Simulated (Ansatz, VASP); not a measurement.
## AlN: VASP beside Ansatz

```
Al N
1.0
     0.00000    2.18399    2.18399
     2.18399    0.00000    2.18399
     2.18399    2.18399    0.00000
Al N
1 1
Cartesian
  -0.3182 -0.3182 -0.4500
  3.2760 3.2760 3.2760
```

Alike in both runs: task single point; functional r2SCAN; k mesh 10 × 10 × 10; occupations gaussian, width 0.05 eV; no spin polarisation.

|  | VASP | Ansatz |
| --- | --- | --- |
| version | VASP 6.6.1 | Ansatz 0.2.0 |
| potentials or method | VASP PAW PBE potentials, release 64 (Al, N), cutoff 520 eV | scalar-relativistic, plane waves, PAW |
| valence electrons in the cell | 8 | 8 |

```tsv
	VASP	Ansatz	Ansatz less VASP
gap on the k mesh at the Fermi level (eV)	3.76	3.81	+0.053
least direct gap on the mesh (eV)	4.24	4.29	+0.047
rms of the force components (eV/Å)	26.609	27.681	+1.0713
```

VASP's potentials were made for PBE, not for r2SCAN. Atom by atom the forces differ by 1.072 eV/Å (rms over components).
